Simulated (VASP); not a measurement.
A run of VASP 6.6.1 is set up as follows.

The input INCAR:

```
SYSTEM = AlN
PREC = Accurate
ENCUT = 520
EDIFF = 1E-7
ISMEAR = -1
SIGMA = 0.05
LREAL = .False.
LASPH = .True.
NELM = 60
ALGO = Normal
ISIF = 2
LWAVE = .False.
LCHARG = .True.
GGA = B5
ALDAX = 1.0
AGGAX = 1.0
AGGAC = 1.0
ALDAC = 0.0
IVDW = 12
VDW_S6 = 1.0
VDW_S8 = 2.6996
VDW_A1 = 0.4298
VDW_A2 = 4.2359
LELF = .True.
LVHAR = .True.
NBANDS = 11
```

Contents of KPOINTS:

```
regular mesh
0
Gamma
  10 10 10
  0 0 0
```

POSCAR

```
AlN
1.0
    0.0000000000      2.1984575146      2.1984575146
    2.1984575146      0.0000000000      2.1984575146
    2.1984575146      2.1984575146      0.0000000000
Al N
1 1
Direct
    0.0000000000      0.0000000000      0.0000000000
    0.2500000000      0.2500000000      0.2500000000
```

Potentials or basis: VASP PAW PBE potentials, release 64 (Al, N).

Command:

```bash
$ cat potpaw_PBE.64/Al/POTCAR potpaw_PBE.64/N/POTCAR > POTCAR
$ mpirun -np 1 vasp_std > vasp.out
```

Q: What does it give for the pressure?

A: -4.8 GPa.

Q: Estimate the dispersion energy per atom.

A: -0.574 eV.

Q: Estimate the band gap on the k mesh.

A: 3.66 eV, indirect (least direct gap 4.30 eV).

Caveat: the PAW data sets were made with another functional, which shifts forces and pressure a little. A k mesh can miss the band edges.
